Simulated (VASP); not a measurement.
Write the native input for VASP 6.6.1 that does the following.

```
Task                   : single point
Functional             : LDA
Potentials or basis    : VASP PAW LDA potentials, release 64 (La, Ir_sv_GW)
Cutoff                 : 560 eV
k mesh                 : 5 × 5 × 6
Occupations            : fermi-dirac, width 0.1 eV
Spin                   : no spin polarisation
Dipole correction      : no
Further INCAR settings : ALGO = Normal; EDIFF = 1e-06; NBANDS = 57
```

The structure of LaIr5 lies in POSCAR:

```
LaIr5
1.0
    5.4790801092      0.0000000000      0.0000000000
   -2.7395400546      4.7450227681      0.0000000000
    0.0000000000      0.0000000000      4.2866043640
La Ir
1 5
Direct
    0.0000000000      0.0000000000      0.0000000000
    0.5000000000      0.0000000000      0.5000000000
    0.5000000000      0.5000000000      0.5000000000
    0.0000000000      0.5000000000      0.5000000000
    0.3333333333      0.6666666667      0.0000000000
    0.6666666667      0.3333333333      0.0000000000
```

These files were run (other wordings do the same):

INCAR

```
PREC     = Accurate       # precision mode
ENCUT    = 560            # plane-wave cutoff, eV
EDIFF    = 1E-6           # SCF threshold, eV
ISMEAR   = -1             # smearing method
SIGMA    = 0.1            # smearing width, eV
LREAL    = F              # projectors in reciprocal space
LASPH    = T              # aspherical terms in the spheres
NELM     = 200            # most SCF steps
ALGO     = Normal         # electronic algorithm
ISIF     = 2              # what is computed and relaxed
LWAVE    = F              # write WAVECAR
LCHARG   = F              # write CHGCAR
GGA      = CA             # functional
NBANDS   = 57             # bands
GGA_COMPAT= F            
LMAXMIX  = 6              # l up to which the mixer works
```

KPOINTS

```
Automatic mesh
0
Gamma
  5 5 6
```

Potentials or basis: VASP PAW LDA potentials, release 64 (La, Ir_sv_GW).

Launch:

```console
$ cat potpaw_LDA.64/La/POTCAR potpaw_LDA.64/Ir_sv_GW/POTCAR > POTCAR
$ mpirun -np 1 vasp_std > vasp.out
```

Results of the run:

```
Pressure               : -16.5 GPa
Band gap on the k mesh : zero (bands 48 and 49 overlap by 1.04 eV)
```

Caveat: the cell stands under tension; spin-orbit coupling is left out, which moves the levels of the heavy elements.

Run time: 13 min on 1 thread of Intel(R) Xeon(R) Platinum 8375C CPU @ 2.90GHz (Ice Lake), on a shared host, peak memory 0.27 GiB.
